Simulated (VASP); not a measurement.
Set up this calculation in VASP 6.6.1, as the native input.

```
Task                   : single point
Functional             : PBE
Potentials or basis    : VASP PAW PBE potentials, release 64 (Zn)
Cutoff                 : 520 eV
k mesh                 : 22 × 22 × 22
Occupations            : gaussian, width 0.15 eV
Spin                   : no spin polarisation
Dipole correction      : no
Further INCAR settings : ALGO = Fast; EDIFF = 1e-06; NBANDS = 12
```

The structure of Zn lies in POSCAR:

```
Zn
1.0
   -1.5219658900      1.5219658900      1.5219658900
    1.5219658900     -1.5219658900      1.5219658900
    1.5219658900      1.5219658900     -1.5219658900
Zn
1
Direct
    0.0000000000      0.0000000000      0.0000000000
```

This isn't the form of Zn at room conditions, which is hcp.

This cell differs from its parent crystal: strain -0.030 along x and y, -0.030 along z.

These files were run (other wordings do the same):

INCAR

```
SYSTEM = Zn
ALGO = Fast
EDIFF = 1E-6
ENCUT = 520
GGA = PE
ISIF = 2
ISMEAR = 0
LASPH = .True.
LCHARG = .False.
LREAL = .False.
LWAVE = .False.
NBANDS = 12
NELM = 60
PREC = Accurate
SIGMA = 0.15
```

KPOINTS

```
k-points
0
Gamma
  22 22 22
  0 0 0
```

Potentials or basis: VASP PAW PBE potentials, release 64 (Zn).

Run with:

```sh
$ cat potpaw_PBE.64/Zn/POTCAR > POTCAR
$ mpirun -np 1 vasp_std > vasp.out
```

Results of the run:

The pressure is 7.5 GPa and the band gap on the k mesh is zero (bands 6 and 7 overlap by 5.17 eV).

Caveat: the cell differs from its parent crystal (strain -0.030 along x and y, -0.030 along z); the cell stands under pressure.

Run time: 69 s on 1 thread of Intel Xeon 8259CL, on a shared host, peak memory 0.16 GiB.
